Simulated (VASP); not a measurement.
# BiSb3O2 (P6/mmm) in VASP: relaxation of cell and atoms with PBE

Aim: the relaxation of cell and atoms of BiSb3O2 with PBE.

Program: VASP 6.6.1. These are calculated values, not measurements. Logs are shortened: lines on timing, memory, paths and dates and some standing lists are left out, and cuts for length are marked.

## (1) The cell of the first run

It takes space group P6/mmm (No. 191, hexagonal). Conventional cell: a = 6.408 Å, b = 6.408 Å, c = 3.757 Å, α = 90.00°, β = 90.00°, γ = 120.00°. Within 3.5 Å of Sb (site symmetry mmm) lie 4 O at 2.64 Å and 4 Sb at 3.20 Å. Bi (site symmetry 6/mmm) has 6 O at 3.70 Å and 12 Sb at 3.71 Å and 2 Bi at 3.76 Å within 4.9 Å. Within 3.5 Å of O (site symmetry -6m2) lie 6 Sb at 2.64 Å.

The cell was generated, and may not be a known phase.

## (2) Relaxation of cell and atoms, PBE

INCAR reads:

```
SYSTEM = BiSb3O2
PREC = Accurate
ENCUT = 700
EDIFF = 1E-7
ISMEAR = 0
SIGMA = 0.1
LREAL = .False.
LASPH = .True.
NELM = 120
ALGO = Normal
ISIF = 3
LWAVE = .False.
LCHARG = .False.
GGA = PE
IBRION = 2
NSW = 90
EDIFFG = -0.04
GGA_COMPAT = .False.
NELMIN = 4
```

KPOINTS reads:

```
regular mesh
0
Gamma
  3 3 4
  0 0 0
```

POSCAR reads:

```
BiSb3O2
1.0
    6.4083815700      0.0000000000      0.0000000000
   -3.2041907800      5.5498212300      0.0000000000
    0.0000000000      0.0000000000      3.7569256600
Sb Bi O
3 1 2
Direct
    0.0000000000      0.5000000000      0.0000000000
    0.5000000000      0.5000000000      0.0000000000
    0.5000000000      0.0000000000      0.0000000000
    0.0000000000      0.0000000000      0.5000000000
    0.6666666700      0.3333333300      0.5000000000
    0.3333333300      0.6666666700      0.5000000000
```

Potentials or basis: VASP PAW PBE potentials, release 64 (Sb_d_GW, Bi_d, O).

Run with:

```bash
$ cat potpaw_PBE.64/Sb_d_GW/POTCAR potpaw_PBE.64/Bi_d/POTCAR potpaw_PBE.64/O/POTCAR > POTCAR
$ mpirun -np 1 vasp_std > vasp.out
```

OUTCAR:

```text
SYSTEM = BiSb3O2
   PREC = Accurate
   ENCUT = 700
   EDIFF = 1E-7
   ISMEAR = 0
   LREAL = .False.
   LASPH = .True.
   NELM = 120
   ISIF = 3
   GGA = PE
   IBRION = 2
   NSW = 90
   EDIFFG = -0.04
   NELMIN = 4

 ion  position               nearest neighbor table
   1  0.000  0.500  0.000-   5 2.64   6 2.64   5 2.64   6 2.64   3 3.20   3 3.20   2 3.20   2 3.20

   2  0.500  0.500  0.000-   5 2.64   6 2.64   5 2.64   6 2.64   3 3.20   3 3.20   1 3.20   1 3.20

   3  0.500  0.000  0.000-   5 2.64   6 2.64   5 2.64   6 2.64   2 3.20   2 3.20   1 3.20   1 3.20

   4  0.000  0.000  0.500-
   5  0.667  0.333  0.500-   3 2.64   3 2.64   1 2.64   1 2.64   2 2.64   2 2.64
   6  0.333  0.667  0.500-   3 2.64   3 2.64   1 2.64   1 2.64   2 2.64   2 2.64

  LATTYP: Found a hexagonal cell.
 ALAT       =     6.4083815700
 C/A-ratio  =     0.5862518670

  Lattice vectors:

 A1 = (   6.4083815700,   0.0000000000,   0.0000000000)
 A2 = (  -3.2041907800,   5.5498212300,   0.0000000000)
 A3 = (   0.0000000000,   0.0000000000,   3.7569256600)

Analysis of symmetry for initial positions (statically):
=====================================================================
 Subroutine PRICEL returns:
 Original cell was already a primitive cell.

 Routine SETGRP: Setting up the symmetry group for a
 hexagonal supercell.

 Subroutine GETGRP returns: Found 24 space group operations
 (whereof 24 operations were pure point group operations)
 out of a pool of 24 trial point group operations.

The static configuration has the point symmetry D_6h.

Analysis of symmetry for dynamics (positions and initial velocities):
=====================================================================
 Subroutine PRICEL returns:
 Original cell was already a primitive cell.

 Routine SETGRP: Setting up the symmetry group for a
 hexagonal supercell.

 Subroutine GETGRP returns: Found 24 space group operations
 (whereof 24 operations were pure point group operations)
 out of a pool of 24 trial point group operations.

The dynamic configuration has the point symmetry D_6h.

 Subroutine INISYM returns: Found 24 space group operations
 (whereof 24 operations are pure point group operations),
 and found     1 'primitive' translations

----------------------------------------------------------------------------------------

                                     Primitive cell

  volume of cell :     133.6165

  direct lattice vectors                    reciprocal lattice vectors
     6.408381570  0.000000000  0.000000000     0.156045639  0.090092992  0.000000000
    -3.204190780  5.549821230  0.000000000     0.000000000  0.180185984  0.000000000
     0.000000000  0.000000000  3.756925660     0.000000000  0.000000000  0.266175083

  length of vectors
     6.408381570  6.408381562  3.756925660     0.180185984  0.180185984  0.266175083

  position of ions in fractional coordinates (direct lattice)
     0.000000000  0.500000000  0.000000000
     0.500000000  0.500000000  0.000000000
     0.500000000  0.000000000  0.000000000
     0.000000000  0.000000000  0.500000000
     0.666666670  0.333333330  0.500000000
     0.333333330  0.666666670  0.500000000

  ion indices of the primitive-cell ions
   primitive index   ion index
                 1           1
                 2           2
                 3           3
                 4           4
                 5           5
                 6           6

----------------------------------------------------------------------------------------

 KPOINTS: regular mesh

Automatic generation of k-mesh.
 Grid dimensions read from file:
 generate k-points for:    3    3    4

 Generating k-lattice:

  Cartesian coordinates                     Fractional coordinates (reciprocal lattice)
     0.052015213  0.030030997  0.000000000     0.333333333  0.000000000  0.000000000
     0.000000000  0.060061995  0.000000000     0.000000000  0.333333333  0.000000000
     0.000000000  0.000000000  0.066543771     0.000000000  0.000000000  0.250000000

  Length of vectors
     0.060061995  0.060061995  0.066543771

  Shift w.r.t. Gamma in fractional coordinates (k-lattice)
     0.000000000  0.000000000  0.000000000

 Subroutine IBZKPT returns following result:
 ===========================================

 Found      9 irreducible k-points:

 Following reciprocal coordinates:
            Coordinates               Weight
  0.000000  0.000000  0.000000      1.000000
  0.333333  0.000000  0.000000      6.000000
  0.333333  0.333333  0.000000      2.000000
  0.000000  0.000000  0.250000      2.000000
  0.333333  0.000000  0.250000     12.000000
  0.333333  0.333333  0.250000      4.000000
  0.000000  0.000000  0.500000      1.000000
  0.333333  0.000000  0.500000      6.000000
  0.333333  0.333333  0.500000      2.000000
   k-points           NKPTS =      9   k-points in BZ     NKDIM =      9   number of bands    NBANDS=     43
   number of dos      NEDOS =    301   number of ions     NIONS =      6
   total plane-waves  NPLWV = 100352
   dimension x,y,z NGX =    56 NGY =   56 NGZ =   32
   dimension x,y,z NGXF=   112 NGYF=  112 NGZF=   64
   ions per type =               3   1   2
   NGX,Y,Z   is equivalent  to a cutoff of  14.53, 14.53, 14.16 a.u.
   NGXF,Y,Z  is equivalent  to a cutoff of  29.05, 29.05, 28.32 a.u.
 SYSTEM =  BiSb3O2
   PREC   = accura    normal or accurate (medium, high low for compatibility)
   ISTART =      0    job   : 0-new  1-cont  2-samecut
   ICHARG =      2    charge: 1-file 2-atom 10-const
   ISPIN  =      1    spin polarized calculation?
   LNONCOLLINEAR =      F non collinear calculations
   LSORBIT =      F    spin-orbit coupling
   LASPH  =      T    aspherical Exc in radial PAW
   ENCUT  =  700.0 eV  51.45 Ry    7.17 a.u.  13.82 13.82  8.10*2*pi/ulx,y,z
   NELM   =    120;   NELMIN=  4; NELMDL= -5     # of ELM steps
   EDIFF  = 0.1E-06   stopping-criterion for ELM
   LREAL  =      F    real-space projection
   EDIFFG = -.4E-01   stopping-criterion for IOM
   NSW    =     90    number of steps for IOM
   IBRION =      2    ionic relax: 0-MD 1-quasi-New 2-CG
   NFREE  =      1    steps in history (QN), initial steepest desc. (CG)
   ISIF   =      3    stress and relaxation
   ISYM   =      2    0-nonsym 1-usesym 2-fastsym
   POTIM  = 0.5000    time-step for ionic-motion
   TEBEG  =    0.0;   TEEND  =   0.0 temperature during run
   PSTRESS=    0.0 pullay stress
   NELECT =      72.0000    total number of electrons
   NUPDOWN=      -1.0000    fix difference up-down
   EMIN   =  10.00;   EMAX   =-10.00  energy-range for DOS
   EFERMI =   0.00;   METHOD = LEGACY
   ISMEAR =     0;   SIGMA  =   0.10  broadening in eV -4-tet -1-fermi 0-gaus
   EFERMI_NEDOS =   21; number of points for ismear=-14 and -15
   IALGO  =     38    algorithm
   IMIX   =      4    mixing-type and parameters
     AMIX     =   0.40;   BMIX     =  1.00
     AMIX_MAG =   1.60;   BMIX_MAG =  1.00
  volume/ion in A,a.u.               =      22.27       150.28
  Fermi-wavevector in a.u.,A,eV,Ry     =   1.332188  2.517471 24.146615  1.774726
  Thomas-Fermi vector in A             =   2.461142
   LORBIT       =      0    0 simple, 1 ext, 2 COOP (PROOUT), +10 PAW based schemes
   GGA     = PE    functional components
   LHFCALC =     F    Hartree Fock is set to
   AEXX    =    0.0000 exact exchange contribution
   IVDW    =     0    specifies the selected vdW correction
   LEPSILON=     F    determine dielectric tensor
   LRPA    =     F    only Hartree local field effects (RPA)
 conjugate gradient relaxation of ions
 non-spin polarized calculation
 Gauss-broadening in eV      SIGMA  =   0.10
  energy-cutoff  :      700.00
  volume of cell :      133.62
 maximum number of plane-waves:      5640
 NGX is ok and might be reduce to    56
   NGX = 27   NGY = 27   NGZ = 17

--------------------------------------- Ionic step        1  -------------------------------------------

 number of electron      71.9999993 magnetization

 Free energy of the ion-electron system (eV)
  ---------------------------------------------------
  ext. energy  EPLUGINS =         0.00000000
  ---------------------------------------------------
  free energy    TOTEN  =       -26.51129540 eV

  energy without entropy =      -26.48761690  energy(sigma->0) =      -26.49945615

------------------------ aborting loop because EDIFF is reached ----------------------------------------

  FORCE on cell =-STRESS in cart. coord.  units (eV):
  Direction    XX          YY          ZZ          XY          YZ          ZX
  --------------------------------------------------------------------------------------
  -------------------------------------------------------------------------------------
  Total       -2.7365308     -2.7365308     -6.2560330     -0.0000000      0.0000000      0.0000000
  in kB      -32.8133802    -32.8133801    -75.0152663     -0.0000000      0.0000000      0.0000000
  external PRESSURE =     -46.8806756 kB  Pullay stress =       0.0000000 kB
[... 145 lines left out ...]
  energy  without entropy=      -26.6720109845  energy(sigma->0) =      -26.68286761

--------------------------------------- Ionic step        5  -------------------------------------------

 number of electron      71.9999987 magnetization

 Free energy of the ion-electron system (eV)
  ---------------------------------------------------
  ext. energy  EPLUGINS =         0.00000000
  ---------------------------------------------------
  free energy    TOTEN  =       -26.69773214 eV

  energy without entropy =      -26.67624599  energy(sigma->0) =      -26.68698906

 E-fermi :   6.5844     XC(G=0): -10.7144

 val. band max:        6.5627709476   @ k =   0.3333   0.0000   0.2500
 cond. band min:       7.0618921738   @ k =   0.3333   0.0000   0.0000
 fundamental gap:      0.4991212262
 Fermi energy:         6.5843932538

 k-point     1 :       0.0000    0.0000    0.0000
  band No.  band energies     occupation
      1     -23.2543      2.00000
      2     -23.1959      2.00000
      3     -23.1959      2.00000
      4     -23.1747      2.00000
      5     -23.1335      2.00000
      6     -23.1335      2.00000
[... 436 lines left out ...]
  FREE ENERGIE OF THE ION-ELECTRON SYSTEM (eV)
  ---------------------------------------------------
  free  energy   TOTEN  =       -26.6977321373 eV

  energy  without entropy=      -26.6762459863  energy(sigma->0) =      -26.68698906

 reached required accuracy - stopping structural energy minimisation
```

Run time: 15 min. Hardware: 1 thread of Intel Xeon Platinum 8375C at 2.90GHz (Ice Lake), shared host; peak memory 0.39 GiB.

Results:

```
Free energy                           : -26.6977 eV
Relaxed volume                        : 20.91 Å³/atom
Relaxed cell                          : a = 6.382 Å, b = 6.382 Å, c = 3.556 Å, α = 90.00°, β = 90.00°, γ = 120.00°
Space group after relaxing (to 0.1 Å) : P6/mmm (No. 191)
Energy gained by relaxing             : 31.1 meV/atom
Ionic steps                           : 5
Pressure after relaxing               : 0.1 GPa
Band gap on the k mesh                : zero (bands 36 and 37 overlap by 2.82 eV)
```

The path:
```tsv
step	energy change (eV)	largest force (eV/Å)	pressure (GPa)	volume (Å³)
1	0.0000	0.0000	-4.69	133.62
2	-0.1443	0.0000	2.80	121.37
3	-0.1682	0.0000	0.48	124.50
4	-0.1824	0.0000	0.24	124.99
5	-0.1864	0.0000	0.05	125.44
```

Final structure:
```yaml
crystal:
  lattice:
    - [6.38235, 0.00000, 0.00000]
    - [-3.19117, 5.52727, 0.00000]
    - [0.00000, 0.00000, 3.55596]
  atoms:
    - { symbol: Sb, position: [0.00000, 0.50000, 0.00000] }
    - { symbol: Sb, position: [0.50000, 0.50000, 0.00000] }
    - { symbol: Sb, position: [0.50000, 0.00000, 0.00000] }
    - { symbol: Bi, position: [0.00000, 0.00000, 0.50000] }
    - { symbol: O, position: [0.66667, 0.33333, 0.50000] }
    - { symbol: O, position: [0.33333, 0.66667, 0.50000] }
```

Caveat: the k points lie up to 0.44 Å⁻¹ apart in the final cell, too coarse for converged energies and pressures of a metal; spin-orbit coupling is left out, which moves the levels of the heavy elements.

The gap in the log of VASP goes by the Fermi energy; the results here count the filled bands.